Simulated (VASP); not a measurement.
Write the native input for VASP 6.6.1 that does the following.

```yaml
Task: single point
Functional: PBEsol
Potentials_or_basis: VASP PAW PBE potentials, release 64 (Ni, O)
Cutoff: 520 eV
k_mesh: 12 × 12 × 6
Occupations: gaussian, width 0.05 eV
Spin: no spin polarisation
Dipole_correction: no
Further_INCAR_settings: ALGO = Normal; EDIFF = 1e-06; NBANDS = 18
```

The structure of NiO2 lies in POSCAR:

```
NiO2
1.0
    2.7845257550      0.0000000000      0.0000000000
   -1.3922628775      2.4114700413      0.0000000000
    0.0000000000      0.0000000000      4.8789139732
Ni O
1 2
Direct
    0.0000000000      0.0000000000      0.5000000000
    0.6666666667      0.3333333333      0.6912080179
    0.3333333333      0.6666666667      0.3087919821
```

These files were run (other wordings do the same):

INCAR

```
SYSTEM = NiO2
PREC = Accurate
ENCUT = 520
EDIFF = 1E-6
ISMEAR = 0
SIGMA = 0.05
LREAL = .FALSE.
LASPH = .TRUE.
NELM = 100
ALGO = Normal
ISIF = 2
LWAVE = .FALSE.
LCHARG = .FALSE.
GGA = PS
NBANDS = 18
```

KPOINTS

```
Automatic mesh
0
G
  12 12 6
  0 0 0
```

Potentials or basis: VASP PAW PBE potentials, release 64 (Ni, O).

Launch:

```sh
$ cat potpaw_PBE.64/Ni/POTCAR potpaw_PBE.64/O/POTCAR > POTCAR
$ mpirun -np 1 vasp_std > vasp.out
```

Results of the run:

| Property | Result |
| --- | --- |
| Pressure | 0.7 GPa |
| Largest force | 0.067 eV/Å |
| Band gap on the k mesh | 1.02 eV, indirect (least direct gap 1.25 eV) |

Caveat: the PAW data sets were made with another functional, which shifts forces and pressure a little.

Wall time 2.2 min on 1 thread of AMD EPYC 7R13, with other jobs on the host, peak memory 0.16 GiB.
